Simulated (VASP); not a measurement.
A run of VASP 6.6.1 is set up as follows.

File INCAR:

```
SYSTEM = ZnS
PREC = Accurate
ENCUT = 520
EDIFF = 1E-7
ISMEAR = 0
SIGMA = 0.05
LREAL = Auto
LASPH = .True.
NELM = 60
ALGO = Normal
ISIF = 2
LWAVE = .False.
LCHARG = .False.
GGA = PE
NBANDS = 86
ISYM = 0
LUSENCCL = .False.
```

Contents of KPOINTS:

```
Automatic mesh
0
Gamma
  4 7 3
  0 0 0
```

Contents of POSCAR:

```
ZnS
1.0
   -1.9227464936     -3.3302946170      6.3053333075
    1.9227464936     -3.3302946170      0.0000000000
   14.2083842975      5.9830180876      9.1075168762
Zn S
8 8
Direct
    0.6782073363      1.0234754325      0.1173917987
    0.9604858272      0.6338890308      0.6142861112
    0.4389668333      0.5602799653      0.2830232362
    0.1997263302      1.0970844980      0.4486546737
    0.9788402505      0.3041458765      0.2554179966
    0.2180807535      0.7673413437      0.0897865591
    0.7395997474      0.8409504092      0.4210494341
    0.5003592444      0.3777549420      0.5866808716
    0.9631577329      0.8499807438      0.1794307794
    0.2023982359      0.3131762111      0.0137993419
    0.7239172299      0.3867852766      0.3450622169
    0.4846767268      0.9235898094      0.5106936544
    0.2637906471      0.1306511878      0.3174569773
    0.5030311501      0.5938466550      0.1518255398
    1.0245501440      0.6674557206      0.4830884148
    0.7853096410      0.2042602533      0.6487198523
```

Potentials or basis: VASP PAW PBE potentials, release 64 (Zn, S).

Launch:

```bash
$ cat potpaw_PBE.64/Zn/POTCAR potpaw_PBE.64/S/POTCAR > POTCAR
$ mpirun -np 1 vasp_std > vasp.out
```

(1) Predict the largest force.

(2) What does it give for the pressure?

(3) Estimate the band gap on the k mesh.

## Answers

(1) 1.375 eV/Å.

(2) -0.7 GPa.

(3) zero (bands 72 and 73 overlap by 0.11 eV).

Caveat: the cell differs from its parent crystal (the distance across one plane changed); semilocal functionals underestimate gaps, and a narrow one can read as zero; forces of over 1 eV/Å act on the atoms, so gaps and moduli don't describe the material at rest.
